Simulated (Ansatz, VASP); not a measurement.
## Two plane-wave programs on Cs2AgBiBr6

Contents of POSCAR:

```
Cs2AgBiBr6
1.0
    0.0000000000      5.5569989162      5.5569989162
    5.5569989162      0.0000000000      5.5569989162
    5.5569989162      5.5569989162      0.0000000000
Cs Ag Bi Br
2 1 1 6
Direct
    0.2500000000      0.2500000000      0.2500000000
    0.7500000000      0.7500000000      0.7500000000
    0.5000000000      0.5000000000      0.5000000000
    0.0000000000      0.0000000000      0.0000000000
    0.2518243557      0.7481756443      0.2518243557
    0.2518243557      0.7481756443      0.7481756443
    0.7481756443      0.2518243557      0.7481756443
    0.7481756443      0.2518243557      0.2518243557
    0.2518243557      0.2518243557      0.7481756443
    0.7481756443      0.7481756443      0.2518243557
```

The input INCAR.step1:

```
SYSTEM = Cs2AgBiBr6
ALGO = Normal
EDIFF = 1E-4
ENCUT = 520
GGA = PE
ISMEAR = 0
LASPH = .TRUE.
LCHARG = .FALSE.
LREAL = .FALSE.
LWAVE = .TRUE.
NBANDS = 54
NELM = 80
PREC = Accurate
SIGMA = 0.01
```

The input INCAR.step2:

```
SYSTEM = Cs2AgBiBr6
ALGO = Normal
EDIFF = 1E-6
ENCUT = 520
ISIF = 2
ISMEAR = 0
ISTART = 1
LASPH = .TRUE.
LCHARG = .FALSE.
LMIXTAU = .TRUE.
LREAL = .FALSE.
LWAVE = .FALSE.
METAGGA = R2SCAN
NBANDS = 54
NELM = 80
PREC = Accurate
SIGMA = 0.01
```

KPOINTS

```
k-points
0
G
  4 4 4
  0 0 0
```

Input for Ansatz:

```yaml
crystal:
  lattice:
    - [0.0, 5.5569989162, 5.5569989162]
    - [5.5569989162, 0.0, 5.5569989162]
    - [5.5569989162, 5.5569989162, 0.0]
  atoms:
    - { symbol: Cs, position: [0.25, 0.25, 0.25] }
    - { symbol: Cs, position: [0.75, 0.75, 0.75] }
    - { symbol: Ag, position: [0.5, 0.5, 0.5] }
    - { symbol: Bi, position: [0.0, 0.0, 0.0] }
    - { symbol: Br, position: [0.2518243557, 0.7481756443, 0.2518243557] }
    - { symbol: Br, position: [0.2518243557, 0.7481756443, 0.7481756443] }
    - { symbol: Br, position: [0.7481756443, 0.2518243557, 0.7481756443] }
    - { symbol: Br, position: [0.7481756443, 0.2518243557, 0.2518243557] }
    - { symbol: Br, position: [0.2518243557, 0.2518243557, 0.7481756443] }
    - { symbol: Br, position: [0.7481756443, 0.7481756443, 0.2518243557] }
kpoints:
  mp_grid: { grid: [4, 4, 4] }
hamiltonian:
  xc: r2scan
scf:
  occupations: { method: fixed }
  n_extra_bands: 6
output:
  forces: true
  stress: true
  eigenvalues: true
```

Alike in both runs: task single point; functional r2SCAN; k mesh 4 × 4 × 4; no spin polarisation.

```csv
,VASP,Ansatz
version,VASP 6.6.1,Ansatz 0.2.0
potentials or method,"VASP PAW PBE potentials, release 64 (Cs_sv, Ag, Bi_d, Br)","plane waves, PAW"
plane-wave cutoff (eV),520,500
occupations,"gaussian, width 0.01 eV",fixed
valence electrons in the cell,86,94
```

|  | VASP | Ansatz | Ansatz less VASP |
| --- | --- | --- | --- |
| gap on the k mesh at the Fermi level (eV) | 1.58 | 1.59 | +0.016 |
| pressure (GPa) | 2.0 | 2.0 | -0.01 |
| rms of the force components (eV/Å) | 0.094 | 0.091 | -0.0032 |

VASP's potentials were made for PBE, not for r2SCAN. Atom by atom the forces differ by 0.003 eV/Å (rms over components). VASP's potentials hold 86 valence electrons a cell and Ansatz's 94, so a difference there can come from the potentials and not from the codes.

Spin-orbit coupling is off throughout.
